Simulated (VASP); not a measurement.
# MgI2 (P-3m1) in VASP: further runs, part 2 of 2

VASP 6.6.1.

## Step 4: Single point, PBE

Input file INCAR:

```
PREC = Accurate ; ENCUT = 520
EDIFF = 1E-7 ; ISMEAR = 0
SIGMA = 0.05 ; LREAL = F
LASPH = T ; NELM = 60
ALGO = Normal ; ISIF = 2
LWAVE = F ; LCHARG = T
GGA = PE ; LELF = T
LVHAR = T ; NBANDS = 15
```

Input file KPOINTS:

```
regular mesh
0
Gamma
  6 6 4
```

Input file POSCAR:

```
MgI2
1.0
    4.2295124603      0.0000000000      0.0000000000
   -2.1147562301      3.6628652362      0.0000000000
    0.0000000000      0.0000000000      7.8531465561
Mg I
1 2
Direct
    0.0000000000      0.0000000000      0.0000000000
    0.3333333333      0.6666666667      0.8050686935
    0.6666666667      0.3333333333      0.1949313065
```

Potentials or basis: VASP PAW PBE potentials, release 64 (Mg, I).

Run with:

```console
cat potpaw_PBE.64/Mg/POTCAR potpaw_PBE.64/I/POTCAR > POTCAR
mpirun -np 1 vasp_std > vasp.out
```

OUTCAR:

```text
PREC = Accurate
   ENCUT = 520
   EDIFF = 1E-7
   ISMEAR = 0
   LREAL = F
   LASPH = T
   NELM = 60
   ISIF = 2
   GGA = PE

 ion  position               nearest neighbor table
   1  0.000  0.000  0.000-   2 2.88   3 2.88   2 2.88   3 2.88   3 2.88   2 2.88
   2  0.333  0.667  0.805-   1 2.88   1 2.88   1 2.88
   3  0.667  0.333  0.195-   1 2.88   1 2.88   1 2.88

  LATTYP: Found a hexagonal cell.
 ALAT       =     4.2295124603
 C/A-ratio  =     1.8567498334

  Lattice vectors:

 A1 = (   4.2295124603,   0.0000000000,   0.0000000000)
 A2 = (  -2.1147562301,   3.6628652362,   0.0000000000)
 A3 = (   0.0000000000,   0.0000000000,   7.8531465561)

Analysis of symmetry for initial positions (statically):
[... 33 lines left out ...]
                                     Primitive cell

  volume of cell :     121.6620

  direct lattice vectors                    reciprocal lattice vectors
     4.229512460  0.000000000  0.000000000     0.236433870  0.136505159  0.000000000
    -2.114756230  3.662865236  0.000000000     0.000000000  0.273010317  0.000000000
     0.000000000  0.000000000  7.853146556     0.000000000  0.000000000  0.127337494

  length of vectors
     4.229512460  4.229512460  7.853146556     0.273010317  0.273010317  0.127337494

  position of ions in fractional coordinates (direct lattice)
     0.000000000  0.000000000  0.000000000
     0.333333333  0.666666667  0.805068693
     0.666666667  0.333333333  0.194931307

  ion indices of the primitive-cell ions
   primitive index   ion index
                 1           1
                 2           2
                 3           3

----------------------------------------------------------------------------------------

 KPOINTS: regular mesh

Automatic generation of k-mesh.
 Grid dimensions read from file:
 generate k-points for:    6    6    4

 Generating k-lattice:

[... 79 lines left out ...]
     AMIX     =   0.40;   BMIX     =  1.00
     AMIX_MAG =   1.60;   BMIX_MAG =  1.00
  volume/ion in A,a.u.               =      40.55       273.67
  Fermi-wavevector in a.u.,A,eV,Ry     =   0.832524  1.573241  9.430135  0.693095
  Thomas-Fermi vector in A             =   1.945594
   LORBIT       =      0    0 simple, 1 ext, 2 COOP (PROOUT), +10 PAW based schemes
   GGA     = PE    functional components
[... 6 lines left out ...]
 Gauss-broadening in eV      SIGMA  =   0.05
  energy-cutoff  :      520.00
  volume of cell :      121.66
 maximum number of plane-waves:      3312
   NGX = 15   NGY = 15   NGZ = 29

 number of electron      16.0000000 magnetization

 Free energy of the ion-electron system (eV)
  ---------------------------------------------------
  ext. energy  EPLUGINS =         0.00000000
  ---------------------------------------------------
  free energy    TOTEN  =        -7.64912099 eV

  energy without entropy =       -7.64912099  energy(sigma->0) =       -7.64912099

 E-fermi :   0.9644     XC(G=0):  -7.2682

 val. band max:        0.7334226579   @ k =   0.1667   0.0000   0.0000
 cond. band min:       4.4779063483   @ k =   0.5000   0.0000   0.0000
 fundamental gap:      3.7444836904
 Fermi energy:         0.9643755527

 k-point     1 :       0.0000    0.0000    0.0000
  band No.  band energies     occupation
      1     -11.1564      2.00000
      2     -10.4047      2.00000
      3      -2.1309      2.00000
      4       0.2376      2.00000
      5       0.2376      2.00000
      6       0.6453      2.00000
      7       0.6453      2.00000
      8       0.6647      2.00000
      9       4.6585      0.00000
     10       5.5447      0.00000
     11       7.2645      0.00000
     12       7.2645      0.00000
     13       7.5396      0.00000
     14       8.7466      0.00000
[... 401 lines left out ...]
      2     -10.3101      2.00000
      3      -2.5073      2.00000
      4      -1.7753      2.00000
      5      -1.7753      2.00000
      6      -1.0231      2.00000
      7       0.3120      2.00000
      8       0.3120      2.00000
      9       5.7906      0.00000
     10       7.3644      0.00000
     11       7.3644      0.00000
     12       8.6722      0.00000
     13       8.6894      0.00000
     14       9.1723      0.00000
     15       9.1882      0.00000

------------------------ aborting loop because EDIFF is reached ----------------------------------------

  FORCE on cell =-STRESS in cart. coord.  units (eV):
  Direction    XX          YY          ZZ          XY          YZ          ZX
  --------------------------------------------------------------------------------------
  -------------------------------------------------------------------------------------
  Total        0.9176034      0.9176034      2.0969720      0.0000000     -0.0000000      0.0000000
  in kB       12.0839979     12.0839979     27.6152038      0.0000000     -0.0000000      0.0000000
  external PRESSURE =      17.2610665 kB  Pullay stress =       0.0000000 kB

 VOLUME and BASIS-vectors are now :
 -----------------------------------------------------------------------------
  energy-cutoff  :      520.00
  volume of cell :      121.66
      direct lattice vectors                 reciprocal lattice vectors
     4.229512460  0.000000000  0.000000000     0.236433870  0.136505159  0.000000000
    -2.114756230  3.662865236  0.000000000     0.000000000  0.273010317  0.000000000
     0.000000000  0.000000000  7.853146556     0.000000000  0.000000000  0.127337494

 POSITION                                       TOTAL-FORCE (eV/Angst)
 -----------------------------------------------------------------------------------
      0.00000      0.00000      0.00000        -0.000000      0.000000      0.000000
     -0.00000      2.44191      6.32232        -0.000000      0.000000     -0.693055
      2.11476      1.22096      1.53082         0.000000     -0.000000      0.693055
 -----------------------------------------------------------------------------------
    total drift:                                0.000000      0.000000      0.000000

  FREE ENERGIE OF THE ION-ELECTRON SYSTEM (eV)
  ---------------------------------------------------
  free  energy   TOTEN  =        -7.6491209950 eV

  energy  without entropy=       -7.6491209950  energy(sigma->0) =       -7.64912099
```

OSZICAR:

```text
N       E                     dE             d eps       ncg     rms          rms(c)
DAV:   1     0.793312019694E+02    0.79331E+02   -0.55814E+03   720   0.821E+02
DAV:   2    -0.111219357974E+01   -0.80443E+02   -0.74477E+02  1017   0.132E+02
DAV:   3    -0.764624757639E+01   -0.65341E+01   -0.65084E+01   979   0.433E+01
DAV:   4    -0.779770755873E+01   -0.15146E+00   -0.15144E+00  1025   0.767E+00
DAV:   5    -0.779878378616E+01   -0.10762E-02   -0.10762E-02   952   0.691E-01    0.399E+00
DAV:   6    -0.767437004823E+01    0.12441E+00   -0.11993E-01   839   0.168E+00    0.269E+00
DAV:   7    -0.765114683633E+01    0.23223E-01   -0.13912E-01   853   0.182E+00    0.709E-01
DAV:   8    -0.764900322128E+01    0.21436E-02   -0.10330E-02   839   0.536E-01    0.205E-01
DAV:   9    -0.764912225719E+01   -0.11904E-03   -0.75480E-04   923   0.167E-01    0.786E-02
DAV:  10    -0.764911210175E+01    0.10155E-04   -0.32882E-05   916   0.380E-02    0.285E-02
DAV:  11    -0.764912034538E+01   -0.82436E-05   -0.13599E-05   853   0.246E-02    0.144E-02
DAV:  12    -0.764912071216E+01   -0.36678E-06   -0.34224E-07   944   0.349E-03    0.533E-03
DAV:  13    -0.764912100437E+01   -0.29221E-06   -0.11406E-07   662   0.217E-03    0.296E-03
DAV:  14    -0.764912099495E+01    0.94141E-08   -0.56039E-08   710   0.170E-03
   1 F= -.76491210E+01 E0= -.76491210E+01  d E =-.637122E-12
```

stdout:

```text
POSCAR found type information on POSCAR MgI
 POSCAR found :  2 types and       3 ions
 scaLAPACK will be used
 LDA part: xc-table for (Slater+PW92), standard interpolation
 POSCAR, INCAR and KPOINTS ok, starting setup
 FFT: planning ... GRIDC
 FFT: planning ... GRID_SOFT
 FFT: planning ... GRID
 WAVECAR not read
 entering main loop
```

It took 23 s on 1 thread of AMD EPYC 9R45 (Zen 5), shared host; peak memory 0.22 GiB.

What came out:

| Property | Result |
| --- | --- |
| Free energy | -7.6491 eV |
| Pressure | 1.7 GPa |
| Largest force | 0.693 eV/Å |
| Band gap on the k mesh | 3.74 eV, indirect (least direct gap 3.99 eV) |

Forces on the atoms (eV/Å):
```
Mg   0.000  0.000  0.000
I    0.000  0.000 -0.693
I    0.000  0.000  0.693
```

Caveat: spin-orbit coupling is left out, which moves the levels of the heavy elements; this functional lacks dispersion, which binds the layers, so the pressure and a relaxed spacing across them are unreliable.
